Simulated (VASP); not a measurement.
# Cr: single point with PBE

Cr:

```
CELL_PARAMETERS angstrom
-1.42401 1.42401 1.42401
1.42401 -1.42401 1.42401
1.42401 1.42401 -1.42401
ATOMIC_POSITIONS crystal
Cr 0.00000 0.00000 0.00000
```

| Quantity | Value |
| --- | --- |
| Program | VASP 6.6.1 |
| Task | single point |
| Functional | PBE |
| Potentials or basis | VASP PAW PBE potentials, release 64 (Cr_pv) |
| Cutoff | 520 eV |
| k mesh | 15 × 15 × 15 |
| Occupations | methfessel-paxton, width 0.2 eV |
| Spin | collinear spin, ferromagnetic start |
| Starting moments | [1.5] μB |

```json
{
  "Pressure": "-0.6 GPa",
  "Band gap on the k mesh": "zero (filled and empty bands overlap)",
  "Net moment": "0.00 μB per cell",
  "Valence electrons inside the program's atomic spheres": "Cr 11.06"
}
```

Levels at points of the mesh, in eV from the Fermi level:
Spin up:
| k point | band 4 | band 5 | band 6 | band 7 | band 8 | band 9 |
| --- | --- | --- | --- | --- | --- | --- |
| (0.00, 0.00, 0.00) | -7.87 | -0.91 | -0.91 | -0.91 | 1.14 | 1.14 |
Spin down:
| k point | band 2 | band 3 | band 4 | band 5 | band 6 | band 7 | band 8 | band 9 | band 10 | band 11 |
| --- | --- | --- | --- | --- | --- | --- | --- | --- | --- | --- |
| (0.00, 0.00, 0.00) | -42.73 | -42.73 | -7.87 | -0.91 | -0.91 | -0.91 | 1.14 | 1.14 | 7.11 | 22.29 |

It took 51 s on 1 thread of Intel Xeon 8259CL (shared host), peak memory 0.15 GiB.

Caveat: an empty level that is flat over the whole mesh can mark a ghost state of the potentials, or a narrow d or f band.
